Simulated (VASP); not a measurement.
A run of VASP 6.6.1:

INCAR

```
SYSTEM = AlOs
PREC = Accurate ; ENCUT = 520
EDIFF = 1E-6 ; ISMEAR = 1
SIGMA = 0.2 ; LREAL = .FALSE.
LASPH = .TRUE. ; NELM = 120
ALGO = Normal ; ISIF = 2
LWAVE = .FALSE. ; LCHARG = .FALSE.
LDIPOL = .TRUE. ; IDIPOL = 3
DIPOL = 0.5 0.5 0.500 ; NBANDS = 19
GGA_COMPAT = .FALSE. ; NELMDL = -8
```

File KPOINTS:

```
regular mesh
0
G
  6 6 1
  0 0 0
```

POSCAR

```
AlOs
1.0
    2.9979119800      0.0000000000      0.0000000000
    0.0000000000      2.9979119800      0.0000000000
    0.0000000000      0.0000000000     12.4968679700
Al Os
2 2
Direct
    0.0000000000      0.0000000000      0.3200802001
    0.0000000000      0.0000000000      0.5599732666
    0.5000000000      0.5000000000      0.4400267334
    0.5000000000      0.5000000000      0.6799197999
```

Potentials or basis: VASP PAW LDA potentials, release 64 (Al, Os).

Launch:

```console
$ cat potpaw_LDA.64/Al/POTCAR potpaw_LDA.64/Os/POTCAR > POTCAR
$ mpirun -np 1 vasp_std > vasp.out
```

Hardware: 1 thread of Intel Xeon 8259CL, on a shared host.

How long does it take, and how much memory?

It took 80 s on 1 thread of Intel Xeon 8259CL (shared host), peak memory 0.16 GiB. Counts: scf iterations 24, k points 10.
